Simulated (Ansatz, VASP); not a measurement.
Two plane-wave programs on Ag2O

The input INCAR:

```
SYSTEM = Ag2O
  ALGO = Normal
  EDIFF = 1E-6
  ENCUT = 600
  GGA = PE
  GGA_COMPAT = .False.
  ISIF = 2
  ISMEAR = 0
  LASPH = .True.
  LCHARG = .False.
  LREAL = .False.
  LWAVE = .False.
  NBANDS = 37
  NELM = 120
  PREC = Accurate
  SIGMA = 0.1
```

File KPOINTS:

```
k-points
0
Gamma
  8 8 8
  0 0 0
```

Contents of POSCAR:

```
Ag2O
1.0
    4.5233335789      0.0000000000      0.0000000000
    0.0000000000      4.5233335789      0.0000000000
    0.0000000000      0.0000000000      4.5233335789
Ag O
4 2
Direct
    0.7500000000      0.7500000000      0.7500000000
    0.7500000000      0.2500000000      0.2500000000
    0.2500000000      0.2500000000      0.7500000000
    0.2500000000      0.7500000000      0.2500000000
    0.0000000000      0.0000000000      0.0000000000
    0.5000000000      0.5000000000      0.5000000000
```

Input for Ansatz:

```yaml
crystal:
  lattice:
    - [4.5233335789, 0.0, 0.0]
    - [0.0, 4.5233335789, 0.0]
    - [0.0, 0.0, 4.5233335789]
  atoms:
    - { symbol: Ag, position: [0.75, 0.75, 0.75] }
    - { symbol: Ag, position: [0.75, 0.25, 0.25] }
    - { symbol: Ag, position: [0.25, 0.25, 0.75] }
    - { symbol: Ag, position: [0.25, 0.75, 0.25] }
    - { symbol: O, position: [0.0, 0.0, 0.0] }
    - { symbol: O, position: [0.5, 0.5, 0.5] }
basis:
  ecutwfc: 420
kpoints:
  mp_grid: { grid: [8, 8, 8] }
  band_path: { path: [VBM, CBM], npoints: 2 }
hamiltonian:
  xc: pbe
scf:
  occupations: { method: gaussian, width: 0.1 }
output:
  forces: true
  stress: true
  eigenvalues: true
checkpoint:
  read: start.run
  write: ck
  compress: false
  write_wavefunctions: false
  write_every: 100000
```

Alike in both runs: task single point; functional PBE; k mesh 8 × 8 × 8; occupations gaussian, width 0.1 eV; no spin polarisation.

|  | VASP | Ansatz |
| --- | --- | --- |
| version | VASP 6.6.1 | Ansatz 0.2.0 |
| potentials or method | VASP PAW PBE potentials, release 64 (Ag, O), cutoff 600 eV | scalar-relativistic, plane waves, PAW |
| valence electrons in the cell | 56 | 88 |

|  | VASP | Ansatz | Ansatz less VASP |
| --- | --- | --- | --- |
| gap on the k mesh at the Fermi level (eV) | 0.28 | 0.27 | -0.008 |
| least direct gap on the mesh (eV) | 0.28 | 0.27 | -0.008 |
| pressure (GPa) | 20.8 | 21.1 | +0.30 |

VASP's potentials hold 56 valence electrons a cell and Ansatz's 88, so a difference there can come from the potentials and not from the codes.
